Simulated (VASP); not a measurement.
SnSe, 2 atoms in the cell. Symmetry: Fm-3m, No. 225, cubic system. The conventional cell has a = 5.882 Å, b = 5.882 Å, c = 5.882 Å, α = 90.00°, β = 90.00°, γ = 90.00°. Sn (site symmetry m-3m) has 6 Se at 2.94 Å within 3.9 Å. Within 3.9 Å of Se (site symmetry m-3m) lie 6 Sn at 2.94 Å. 

* Program: VASP 6.6.1
* Task: single point
* Functional: LDA
* Potentials or basis: VASP PAW LDA potentials, release 64 (Sn_d, Se)
* Cutoff: 520 eV
* k mesh: 6 × 6 × 6
* Occupations: fermi-dirac, width 0.02 eV
* Spin: no spin polarisation
* Dipole correction: no
* Further INCAR settings: ALGO = Normal; EDIFF = 1e-06; NBANDS = 17

Potentials or basis: VASP PAW LDA potentials, release 64 (Sn_d, Se).

The run is started by

```bash
$ cat potpaw_LDA.64/Sn_d/POTCAR potpaw_LDA.64/Se/POTCAR > POTCAR
$ mpirun -np 1 vasp_std > vasp.out
```

Hardware: 1 thread of AMD EPYC 9R45 96-Core Processor (Zen 5) (shared host).

**Question.** How long does it take, and how much memory?

**Answer.** Run time: 5.1 s on 1 thread of AMD EPYC 9R45 96-Core Processor (Zen 5) (shared host), peak memory 0.12 GiB. Counts: scf iterations 11, k points 16.
